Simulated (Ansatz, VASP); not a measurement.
# ZnSe: VASP beside Ansatz

```xyz
2
Lattice="0.0000 2.4756 3.7133 2.4756 0.0000 3.7133 2.4756 2.4756 0.0000" Properties=species:S:1:pos:R:3 pbc="T T T"
Zn    0.0000    0.0000    0.0000
Se    3.7133    3.7133    5.5700
```

Alike in both runs: task single point; functional LDA; k mesh 10 × 10 × 10; occupations gaussian, width 0.05 eV; no spin polarisation.

|  | VASP | Ansatz |
| --- | --- | --- |
| version | VASP 6.6.1 | Ansatz 0.2.0 |
| potentials or method | VASP PAW LDA potentials, release 64 (Zn, Se), cutoff 520 eV | scalar-relativistic, plane waves, PAW |
| valence electrons in the cell | 18 | 28 |

```csv
,VASP,Ansatz,Ansatz less VASP
gap on the k mesh at the Fermi level (eV),none,none,-
pressure (GPa),-4.4,-4.6,-0.21
"traceless stress, the component that is largest in VASP (GPa)",-16.92,-16.96,-0.042
```

LDA's correlation is that of Perdew and Zunger in VASP and of Perdew and Wang (1992) in Ansatz. A gap of «none» marks a metal or a gap that the smearing closes. VASP's potentials hold 18 valence electrons a cell and Ansatz's 28, so a difference there can come from the potentials and not from the codes.
